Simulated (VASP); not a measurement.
Input of a VASP 6.6.1 run:

INCAR

```
PREC = Accurate
ENCUT = 520
EDIFF = 1E-7
ISMEAR = 0
SIGMA = 0.02
LREAL = Auto
LASPH = T
NELM = 150
ALGO = Normal
ISIF = 2
LWAVE = F
LCHARG = F
ISPIN = 2
MAGMOM = 0 0 0 0 0 0 0 0 1 0 0 0 0 0 0 0 0
LORBIT = 11
GGA = PE
NBANDS = 96
KPAR = 8
```

Contents of KPOINTS:

```
regular mesh
0
Gamma
  3 3 3
```

POSCAR

```
In9P8
1.0
    0.0000000000      5.9597880294     -5.9597880294
   -5.9597880294      0.0000000000     -5.9597880294
   -5.9597880294      5.9597880294      0.0000000000
In P
9 8
Direct
    0.5097684963     -0.0087525851      0.5086036974
   -0.0083104366      0.9915743009      0.5086670983
    0.5000758873      0.5001230291      0.4999272002
   -0.0085771215      0.5095276349      0.5086212884
    0.5098085871     -0.0086731007     -0.0092203629
    0.0007791968      1.0005196223     -0.0003768939
    0.5097367911      0.5094657908     -0.0094525362
   -0.0084978490      0.5095700832     -0.0091644932
    0.2508732388      0.2505740246      0.2496103681
    0.6332464684      0.1229159761      0.1221454668
    0.1232509291      0.1230387716      0.1222054120
    0.6237033628      0.6235381558      0.1302819132
    0.1231555287      0.6329833909      0.1221625658
    0.6238518218      0.1305764332      0.6229741951
    0.1232193353      0.1230072374      0.6320873537
    0.6236404388      0.6234734919      0.6227696886
    0.1305828259      0.6237439059      0.6230277214
```

Potentials or basis: VASP PAW PBE potentials, release 64 (In_d, P).

The run is started by

```bash
$ cat potpaw_PBE.64/In_d/POTCAR potpaw_PBE.64/P/POTCAR > POTCAR
$ mpirun -np 8 vasp_std > vasp.out
```

Task: Estimate the net moment.

Result: 0.00 μB per cell.

Task: Estimate the largest force.

Result: 0.050 eV/Å.

Task: What does it give for the pressure?

Result: 5.8 GPa.

Forces on the atoms (eV/Å):
```
In   0.003  0.026 -0.008
In  -0.010  0.014  0.047
In  -0.007  0.000 -0.022
In  -0.028 -0.003 -0.007
In   0.027  0.005 -0.010
In   0.004 -0.007  0.007
In   0.003  0.005 -0.016
In  -0.005 -0.031 -0.014
In   0.005 -0.007  0.008
P    0.002  0.001 -0.001
P    0.003 -0.002  0.003
P    0.009 -0.008 -0.005
P   -0.001 -0.001  0.000
P    0.008  0.006  0.009
P   -0.001  0.002  0.004
P   -0.006  0.006 -0.003
P   -0.005 -0.006  0.009
```

Caveat: the cell differs from its parent crystal (with an interstitial atom, then relaxed in part).
